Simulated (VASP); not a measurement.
# PtAuC4N4 (P-43m) in VASP: notebook

Runs on PtAuC4N4. Level: PBE. Tasks: single point, relaxation of cell and atoms.

Everything below comes from runs of VASP 6.6.1. Logs are shortened: lines on timing, memory, paths and dates and some standing lists are left out, and cuts for length are marked.

### 1 The cell of the first run

The structure is cubic, space group P-43m (No. 215). Conventional cell: a = 5.883 Å, b = 5.883 Å, c = 5.883 Å, α = 90.00°, β = 90.00°, γ = 90.00°. Within 2.5 Å of Pt (site symmetry -43m) lie 4 C at 1.92 Å. Within 1.6 Å of C (site symmetry 3m) lie 1 N at 1.17 Å. Within 2.7 Å of Au (site symmetry -43m) lie 4 N at 2.01 Å. Within 1.6 Å of N (site symmetry 3m) lie 1 C at 1.17 Å.

### 2 Single point, PBE

The input, INCAR:

```
PREC = Accurate
ENCUT = 520
EDIFF = 1E-6
ISMEAR = 0
SIGMA = 0.1
LREAL = F
LASPH = T
NELM = 80
ALGO = Normal
ISIF = 2
LWAVE = F
LCHARG = T
GGA = PE
LELF = T
LVHAR = T
NBANDS = 40
```

The input, KPOINTS:

```
Automatic mesh
0
Gamma
  4 4 4
```

The input, POSCAR:

```
PtAuC4N4
1.0
    5.8826218900      0.0000000000      0.0000000000
    0.0000000000      5.8826218900      0.0000000000
    0.0000000000      0.0000000000      5.8826218900
Pt C Au N
1 4 1 4
Direct
    0.0000000000      0.0000000000      0.0000000000
    0.1881440800      0.1881440800      0.1881440800
    0.1881440800      0.8118559200      0.8118559200
    0.8118559200      0.1881440800      0.8118559200
    0.8118559200      0.8118559200      0.1881440800
    0.5000000000      0.5000000000      0.5000000000
    0.3029738000      0.3029738000      0.3029738000
    0.3029738000      0.6970262000      0.6970262000
    0.6970262000      0.3029738000      0.6970262000
    0.6970262000      0.6970262000      0.3029738000
```

Potentials or basis: VASP PAW PBE potentials, release 64 (Pt, C, Au, N).

Launch:

```console
$ cat potpaw_PBE.64/Pt/POTCAR potpaw_PBE.64/C/POTCAR potpaw_PBE.64/Au/POTCAR potpaw_PBE.64/N/POTCAR > POTCAR
$ mpirun -np 1 vasp_std > vasp.out
```

OUTCAR:

```text
PREC = Accurate
   ENCUT = 520
   EDIFF = 1E-6
   ISMEAR = 0
   LREAL = F
   LASPH = T
   NELM = 80
   ISIF = 2
   GGA = PE

 ion  position               nearest neighbor table
   1  0.000  0.000  0.000-   2 1.92   3 1.92   4 1.92   5 1.92
   2  0.188  0.188  0.188-   7 1.17   1 1.92
   3  0.188  0.812  0.812-   8 1.17   1 1.92
   4  0.812  0.188  0.812-   9 1.17   1 1.92
   5  0.812  0.812  0.188-  10 1.17   1 1.92
   6  0.500  0.500  0.500-   7 2.01   8 2.01   9 2.01  10 2.01
   7  0.303  0.303  0.303-   2 1.17   6 2.01
   8  0.303  0.697  0.697-   3 1.17   6 2.01
   9  0.697  0.303  0.697-   4 1.17   6 2.01
  10  0.697  0.697  0.303-   5 1.17   6 2.01

  LATTYP: Found a simple cubic cell.
 ALAT       =     5.8826218900

  Lattice vectors:

 A1 = (   5.8826218900,   0.0000000000,   0.0000000000)
 A2 = (   0.0000000000,   5.8826218900,   0.0000000000)
 A3 = (   0.0000000000,   0.0000000000,   5.8826218900)

Analysis of symmetry for initial positions (statically):
=====================================================================
 Subroutine PRICEL returns:
 Original cell was already a primitive cell.

 Routine SETGRP: Setting up the symmetry group for a
 simple cubic supercell.

 Subroutine GETGRP returns: Found 24 space group operations
 (whereof 24 operations were pure point group operations)
 out of a pool of 48 trial point group operations.

The static configuration has the point symmetry T_d .

Analysis of symmetry for dynamics (positions and initial velocities):
=====================================================================
 Subroutine PRICEL returns:
 Original cell was already a primitive cell.

 Routine SETGRP: Setting up the symmetry group for a
 simple cubic supercell.

 Subroutine GETGRP returns: Found 24 space group operations
 (whereof 24 operations were pure point group operations)
 out of a pool of 48 trial point group operations.

The dynamic configuration has the point symmetry T_d .

 Subroutine INISYM returns: Found 24 space group operations
 (whereof 24 operations are pure point group operations),
 and found     1 'primitive' translations

----------------------------------------------------------------------------------------

                                     Primitive cell

  volume of cell :     203.5695

  direct lattice vectors                    reciprocal lattice vectors
     5.882621890  0.000000000  0.000000000     0.169992228  0.000000000  0.000000000
     0.000000000  5.882621890  0.000000000     0.000000000  0.169992228  0.000000000
     0.000000000  0.000000000  5.882621890     0.000000000  0.000000000  0.169992228

  length of vectors
     5.882621890  5.882621890  5.882621890     0.169992228  0.169992228  0.169992228

  position of ions in fractional coordinates (direct lattice)
     0.000000000  0.000000000  0.000000000
     0.188144080  0.188144080  0.188144080
     0.188144080  0.811855920  0.811855920
     0.811855920  0.188144080  0.811855920
     0.811855920  0.811855920  0.188144080
     0.500000000  0.500000000  0.500000000
     0.302973800  0.302973800  0.302973800
     0.302973800  0.697026200  0.697026200
     0.697026200  0.302973800  0.697026200
     0.697026200  0.697026200  0.302973800

  ion indices of the primitive-cell ions
   primitive index   ion index
                 1           1
                 2           2
                 3           3
                 4           4
                 5           5
                 6           6
                 7           7
                 8           8
                 9           9
                10          10

----------------------------------------------------------------------------------------

 KPOINTS: Automatic mesh

Automatic generation of k-mesh.
 Grid dimensions read from file:
 generate k-points for:    4    4    4

 Generating k-lattice:

  Cartesian coordinates                     Fractional coordinates (reciprocal lattice)
     0.042498057  0.000000000  0.000000000     0.250000000  0.000000000  0.000000000
     0.000000000  0.042498057  0.000000000     0.000000000  0.250000000  0.000000000
     0.000000000  0.000000000  0.042498057     0.000000000  0.000000000  0.250000000

  Length of vectors
     0.042498057  0.042498057  0.042498057

  Shift w.r.t. Gamma in fractional coordinates (k-lattice)
     0.000000000  0.000000000  0.000000000

 Subroutine IBZKPT returns following result:
 ===========================================

 Found     10 irreducible k-points:

 Following reciprocal coordinates:
            Coordinates               Weight
  0.000000  0.000000  0.000000      1.000000
  0.250000  0.000000  0.000000      6.000000
  0.500000  0.000000  0.000000      3.000000
  0.250000  0.250000  0.000000     12.000000
  0.500000  0.250000  0.000000     12.000000
  0.500000  0.500000  0.000000      3.000000
  0.250000  0.250000  0.250000      8.000000
  0.500000  0.250000  0.250000     12.000000
  0.500000  0.500000  0.250000      6.000000
  0.500000  0.500000  0.500000      1.000000
   k-points           NKPTS =     10   k-points in BZ     NKDIM =     10   number of bands    NBANDS=     40
   number of dos      NEDOS =    301   number of ions     NIONS =     10
   total plane-waves  NPLWV = 110592
   dimension x,y,z NGX =    48 NGY =   48 NGZ =   48
   dimension x,y,z NGXF=    96 NGYF=   96 NGZF=   96
   ions per type =               1   4   1   4
   NGX,Y,Z   is equivalent  to a cutoff of  13.57, 13.57, 13.57 a.u.
   NGXF,Y,Z  is equivalent  to a cutoff of  27.13, 27.13, 27.13 a.u.
 SYSTEM =  unknown system
   PREC   = accura    normal or accurate (medium, high low for compatibility)
   ISTART =      0    job   : 0-new  1-cont  2-samecut
   ICHARG =      2    charge: 1-file 2-atom 10-const
   ISPIN  =      1    spin polarized calculation?
   LNONCOLLINEAR =      F non collinear calculations
   LSORBIT =      F    spin-orbit coupling
   LASPH  =      T    aspherical Exc in radial PAW
   ENCUT  =  520.0 eV  38.22 Ry    6.18 a.u.  10.94 10.94 10.94*2*pi/ulx,y,z
   NELM   =     80;   NELMIN=  2; NELMDL= -5     # of ELM steps
   EDIFF  = 0.1E-05   stopping-criterion for ELM
   LREAL  =      F    real-space projection
   EDIFFG = 0.1E-04   stopping-criterion for IOM
   NSW    =      0    number of steps for IOM
   IBRION =     -1    ionic relax: 0-MD 1-quasi-New 2-CG
   NFREE  =      0    steps in history (QN), initial steepest desc. (CG)
   ISIF   =      2    stress and relaxation
   ISYM   =      2    0-nonsym 1-usesym 2-fastsym
   POTIM  = 0.5000    time-step for ionic-motion
   TEBEG  =    0.0;   TEEND  =   0.0 temperature during run
   PSTRESS=    0.0 pullay stress
   NELECT =      57.0000    total number of electrons
   NUPDOWN=      -1.0000    fix difference up-down
   EMIN   =  10.00;   EMAX   =-10.00  energy-range for DOS
   EFERMI =   0.00;   METHOD = LEGACY
   ISMEAR =     0;   SIGMA  =   0.10  broadening in eV -4-tet -1-fermi 0-gaus
   EFERMI_NEDOS =   21; number of points for ismear=-14 and -15
   IALGO  =     38    algorithm
   IMIX   =      4    mixing-type and parameters
     AMIX     =   0.40;   BMIX     =  1.00
     AMIX_MAG =   1.60;   BMIX_MAG =  1.00
  volume/ion in A,a.u.               =      20.36       137.38
  Fermi-wavevector in a.u.,A,eV,Ry     =   1.071015  2.023925 15.606875  1.147073
  Thomas-Fermi vector in A             =   2.206742
   LORBIT       =      0    0 simple, 1 ext, 2 COOP (PROOUT), +10 PAW based schemes
   GGA     = PE    functional components
   LHFCALC =     F    Hartree Fock is set to
   AEXX    =    0.0000 exact exchange contribution
   IVDW    =     0    specifies the selected vdW correction
   LEPSILON=     F    determine dielectric tensor
   LRPA    =     F    only Hartree local field effects (RPA)
 non-spin polarized calculation
 Gauss-broadening in eV      SIGMA  =   0.10
  energy-cutoff  :      520.00
  volume of cell :      203.57
 maximum number of plane-waves:      5520
 NGX is ok and might be reduce to    48
   NGX = 21   NGY = 21   NGZ = 21

 number of electron      56.9999994 magnetization

 Free energy of the ion-electron system (eV)
  ---------------------------------------------------
  ext. energy  EPLUGINS =         0.00000000
  ---------------------------------------------------
  free energy    TOTEN  =       -70.36658617 eV

  energy without entropy =      -70.30800614  energy(sigma->0) =      -70.33729615

 E-fermi :  -0.4248     XC(G=0):  -7.5353

 val. band max:       -0.4523305885   @ k =   0.5000   0.2500   0.2500
 cond. band min:      -0.4065522674   @ k =   0.5000   0.5000   0.2500
 fundamental gap:      0.0457783212
 Fermi energy:        -0.4248226822

 k-point     1 :       0.0000    0.0000    0.0000
  band No.  band energies     occupation
      1     -18.1526      2.00000
      2     -18.0135      2.00000
      3     -18.0135      2.00000
      4     -18.0135      2.00000
      5      -9.6080      2.00000
      6      -8.8222      2.00000
[... 32 lines left out ...]
     39       5.3437      0.00000
     40       6.9254      0.00000

 k-point     2 :       0.2500    0.0000    0.0000
  band No.  band energies     occupation
      1     -18.1345      2.00000
      2     -18.0317      2.00000
      3     -18.0136      2.00000
      4     -18.0136      2.00000
      5      -9.5272      2.00000
      6      -8.9678      2.00000
[... 333 lines left out ...]
     39       6.0218      0.00000
     40       7.3689      0.00000

 k-point    10 :       0.5000    0.5000    0.5000
  band No.  band energies     occupation
      1     -18.1007      2.00000
      2     -18.0295      2.00000
      3     -18.0295      2.00000
      4     -18.0295      2.00000
      5      -9.6609      2.00000
      6      -8.8124      2.00000
[... 32 lines left out ...]
     39       5.8474      0.00000
     40       7.2934      0.00000

------------------------ aborting loop because EDIFF is reached ----------------------------------------

  FORCE on cell =-STRESS in cart. coord.  units (eV):
  Direction    XX          YY          ZZ          XY          YZ          ZX
  --------------------------------------------------------------------------------------
  -------------------------------------------------------------------------------------
  Total        9.7047973      9.7047973      9.7047973     -0.0000000     -0.0000000      0.0000000
  in kB       76.3808075     76.3808075     76.3808075     -0.0000000     -0.0000000      0.0000000
  external PRESSURE =      76.3808075 kB  Pullay stress =       0.0000000 kB

 VOLUME and BASIS-vectors are now :
 -----------------------------------------------------------------------------
  energy-cutoff  :      520.00
  volume of cell :      203.57
      direct lattice vectors                 reciprocal lattice vectors
     5.882621890  0.000000000  0.000000000     0.169992228  0.000000000  0.000000000
     0.000000000  5.882621890  0.000000000     0.000000000  0.169992228  0.000000000
     0.000000000  0.000000000  5.882621890     0.000000000  0.000000000  0.169992228

 POSITION                                       TOTAL-FORCE (eV/Angst)
 -----------------------------------------------------------------------------------
      0.00000      0.00000      0.00000         0.000000     -0.000000      0.000000
      1.10678      1.10678      1.10678        -0.121555     -0.121555     -0.121555
      1.10678      4.77584      4.77584        -0.121555      0.121555      0.121555
      4.77584      1.10678      4.77584         0.121555     -0.121555      0.121555
      4.77584      4.77584      1.10678         0.121555      0.121555     -0.121555
      2.94131      2.94131      2.94131         0.000000     -0.000000      0.000000
      1.78228      1.78228      1.78228         0.071682      0.071682      0.071682
      1.78228      4.10034      4.10034         0.071682     -0.071682     -0.071682
      4.10034      1.78228      4.10034        -0.071682      0.071682     -0.071682
      4.10034      4.10034      1.78228        -0.071682     -0.071682      0.071682
 -----------------------------------------------------------------------------------
    total drift:                               -0.000000     -0.000000     -0.000000

  FREE ENERGIE OF THE ION-ELECTRON SYSTEM (eV)
  ---------------------------------------------------
  free  energy   TOTEN  =       -70.3665861652 eV

  energy  without entropy=      -70.3080061405  energy(sigma->0) =      -70.33729615
```

Wall time 54 s (1 thread of Intel Xeon 6975P-C (Granite Rapids), shared host); peak memory 0.36 GiB.

Results:

* Free energy: -70.3666 eV
* Pressure: 7.6 GPa
* Largest force: 0.211 eV/Å

Forces on the atoms (eV/Å):
```
Pt   0.000  0.000  0.000
C   -0.122 -0.122 -0.122
C   -0.122  0.122  0.122
C    0.122 -0.122  0.122
C    0.122  0.122 -0.122
Au   0.000  0.000  0.000
N    0.072  0.072  0.072
N    0.072 -0.072 -0.072
N   -0.072  0.072 -0.072
N   -0.072 -0.072  0.072
```

Caveat: spin-orbit coupling is left out, which moves the levels of the heavy elements.

### 3 Single point, PBE

This run uses another cell than the first one, of 22.85 Å³/atom, 1.122 times its volume.

The input, INCAR:

```
SYSTEM = PtAuC4N4
PREC     = Accurate       ! precision mode
ENCUT    = 520            ! plane-wave cutoff, eV
EDIFF    = 1E-6           ! SCF threshold, eV
ISMEAR   = 0              ! smearing method
SIGMA    = 0.1            ! smearing width, eV
LREAL    = .False.        ! projectors in reciprocal space
LASPH    = .True.         ! aspherical terms in the spheres
NELM     = 60             ! most SCF steps
ALGO     = Normal         ! electronic algorithm
ISIF     = 2              ! what is computed and relaxed
LWAVE    = .False.        ! write WAVECAR
LCHARG   = .True.         ! write CHGCAR
GGA      = PE             ! functional
LELF     = .True.         ! ELF
LVHAR    = .True.       
NBANDS   = 40             ! bands
```

The input, KPOINTS:

```
Automatic mesh
0
Gamma
  4 4 4
  0 0 0
```

The input, POSCAR:

```
PtAuC4N4
1.0
    6.1133898290      0.0000000000      0.0000000000
    0.0000000000      6.1133898290      0.0000000000
    0.0000000000      0.0000000000      6.1133898290
Pt C Au N
1 4 1 4
Direct
    0.0000000000      0.0000000000      0.0000000000
    0.1876008890      0.1876008890      0.1876008890
    0.1876008890      0.8123991110      0.8123991110
    0.8123991110      0.1876008890      0.8123991110
    0.8123991110      0.8123991110      0.1876008890
    0.5000000000      0.5000000000      0.5000000000
    0.2988235781      0.2988235781      0.2988235781
    0.2988235781      0.7011764219      0.7011764219
    0.7011764219      0.2988235781      0.7011764219
    0.7011764219      0.7011764219      0.2988235781
```

Potentials or basis: VASP PAW PBE potentials, release 64 (Pt, C, Au, N).

Launch:

```console
$ cat potpaw_PBE.64/Pt/POTCAR potpaw_PBE.64/C/POTCAR potpaw_PBE.64/Au/POTCAR potpaw_PBE.64/N/POTCAR > POTCAR
$ mpirun -np 1 vasp_std > vasp.out
```

OUTCAR:

```text
SYSTEM = PtAuC4N4
   PREC = Accurate
   ENCUT = 520
   EDIFF = 1E-6
   ISMEAR = 0
   LREAL = .False.
   LASPH = .True.
   NELM = 60
   ISIF = 2
   GGA = PE

 ion  position               nearest neighbor table
   1  0.000  0.000  0.000-   2 1.99   3 1.99   4 1.99   5 1.99
   2  0.188  0.188  0.188-   7 1.18   1 1.99
   3  0.188  0.812  0.812-   8 1.18   1 1.99
   4  0.812  0.188  0.812-   9 1.18   1 1.99
   5  0.812  0.812  0.188-  10 1.18   1 1.99
   6  0.500  0.500  0.500-   7 2.13   8 2.13   9 2.13  10 2.13
   7  0.299  0.299  0.299-   2 1.18   6 2.13
   8  0.299  0.701  0.701-   3 1.18   6 2.13
   9  0.701  0.299  0.701-   4 1.18   6 2.13
  10  0.701  0.701  0.299-   5 1.18   6 2.13
[... 631 lines left out ...]
  external PRESSURE =       1.9314089 kB  Pullay stress =       0.0000000 kB

 VOLUME and BASIS-vectors are now :
 -----------------------------------------------------------------------------
  energy-cutoff  :      520.00
  volume of cell :      228.48
      direct lattice vectors                 reciprocal lattice vectors
     6.113389829  0.000000000  0.000000000     0.163575369  0.000000000  0.000000000
     0.000000000  6.113389829  0.000000000     0.000000000  0.163575369  0.000000000
     0.000000000  0.000000000  6.113389829     0.000000000  0.000000000  0.163575369

 POSITION                                       TOTAL-FORCE (eV/Angst)
 -----------------------------------------------------------------------------------
      0.00000      0.00000      0.00000         0.000000      0.000000      0.000000
      1.14688      1.14688      1.14688        -0.153927     -0.153927     -0.153927
      1.14688      4.96651      4.96651        -0.153927      0.153927      0.153927
      4.96651      1.14688      4.96651         0.153927     -0.153927      0.153927
      4.96651      4.96651      1.14688         0.153927      0.153927     -0.153927
      3.05669      3.05669      3.05669        -0.000000      0.000000      0.000000
      1.82683      1.82683      1.82683         0.165932      0.165932      0.165932
      1.82683      4.28656      4.28656         0.165932     -0.165932     -0.165932
      4.28656      1.82683      4.28656        -0.165932      0.165932     -0.165932
      4.28656      4.28656      1.82683        -0.165932     -0.165932      0.165932
 -----------------------------------------------------------------------------------
    total drift:                                0.000000      0.000000     -0.000000

  FREE ENERGIE OF THE ION-ELECTRON SYSTEM (eV)
  ---------------------------------------------------
  free  energy   TOTEN  =       -70.8864978173 eV

  energy  without entropy=      -70.8228241827  energy(sigma->0) =      -70.85466100
```

stdout:

```text
POSCAR found type information on POSCAR PtC AuN
 POSCAR found :  4 types and      10 ions
 scaLAPACK will be used
 LDA part: xc-table for (Slater+PW92), standard interpolation
 POSCAR, INCAR and KPOINTS ok, starting setup
 FFT: planning ... GRIDC
 FFT: planning ... GRID_SOFT
 FFT: planning ... GRID
 WAVECAR not read
 entering main loop
```

Run time: 56 s. Hardware: 1 thread of Intel Xeon 6975P-C (Granite Rapids), shared host; peak memory 0.37 GiB.

What came out:

```yaml
Free_energy: -70.8865 eV
Pressure: 0.2 GPa
Largest_force: 0.287 eV/Å
```

Forces on the atoms (eV/Å):
```
Pt   0.000  0.000  0.000
C   -0.154 -0.154 -0.154
C   -0.154  0.154  0.154
C    0.154 -0.154  0.154
C    0.154  0.154 -0.154
Au   0.000  0.000  0.000
N    0.166  0.166  0.166
N    0.166 -0.166 -0.166
N   -0.166  0.166 -0.166
N   -0.166 -0.166  0.166
```

Caveat: spin-orbit coupling is left out, which moves the levels of the heavy elements.

(Part 1 of 2 ends here.)
